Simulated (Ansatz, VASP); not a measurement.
Two plane-wave programs on SnO

```
Sn O
1.0
     2.46621   -2.82135    0.00000
     2.46621    2.82135    0.00000
     0.00000    0.00000   10.96971
Sn O
4 4
Direct
  0.00000 0.00000 0.98858
  0.00000 0.00000 0.48858
  0.49988 0.50012 0.26842
  0.50012 0.49988 0.76842
  0.00000 0.49996 0.37850
  0.00000 0.50004 0.87850
  0.50004 0.00000 0.37850
  0.49996 0.00000 0.87850
```

Change from the starting cell: volume scaled by 0.96, ions relaxed.

Alike in both runs: functional PBE; k mesh 8 × 8 × 3; occupations fermi-dirac, width 0.02 eV; no spin polarisation.

Ansatz relaxed the structure, and its values are those at the end. VASP's run is a single point on that final structure, the one shown.

|  | VASP | Ansatz |
| --- | --- | --- |
| version | VASP 6.6.1 | Ansatz 0.2.0 |
| potentials or method | VASP PAW PBE potentials, release 64 (Sn_d, O) | plane-wave PAW, scalar-relativistic |
| plane-wave cutoff (eV) | 520 | 420 |
| valence electrons in the cell | 80 | 80 |

```csv
,VASP,Ansatz,Ansatz less VASP
pressure (GPa),4.2,3.9,-0.23
rms of the force components (eV/Å),0.039,0.004,-0.0352
```

The functional is the same, so the differences come from potentials, cutoffs and numerics. Ansatz's warnings: stress scf threshold loose.
